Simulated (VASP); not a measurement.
A run of VASP 6.6.1 is set up as follows.

File INCAR:

```
SYSTEM = HfN
ALGO = Normal
EDIFF = 1E-8
ENCUT = 520
GGA = PE
IBRION = 8
ISIF = 2
ISMEAR = -1
LASPH = .True.
LCHARG = .False.
LREAL = .False.
LWAVE = .False.
NBANDS = 14
NELM = 60
NSW = 1
PREC = Accurate
SIGMA = 0.15
```

KPOINTS

```
k-points
0
Gamma
  16 16 16
  0 0 0
```

POSCAR

```
HfN
1.0
    0.0000000000      2.2578754513      2.2578754513
    2.2578754513      0.0000000000      2.2578754513
    2.2578754513      2.2578754513      0.0000000000
Hf N
1 1
Direct
    0.0000000000      0.0000000000      0.0000000000
    0.5000000000      0.5000000000      0.5000000000
```

Potentials or basis: VASP PAW PBE potentials, release 64 (Hf_pv, N).

Launch:

```console
$ cat potpaw_PBE.64/Hf_pv/POTCAR potpaw_PBE.64/N/POTCAR > POTCAR
$ mpirun -np 1 vasp_std > vasp.out
```

Problem. Predict the highest phonon frequency at Γ, LO-TO splitting left out.

Solution. 499 cm⁻¹.

Phonon frequencies in cm⁻¹ (negative: imaginary):
```csv
q point,frequencies
"(0.000, 0.000, 0.000)",0 0 0 499 499 499
```

Caveat: the cell wasn't relaxed at this level first, which shifts response properties.
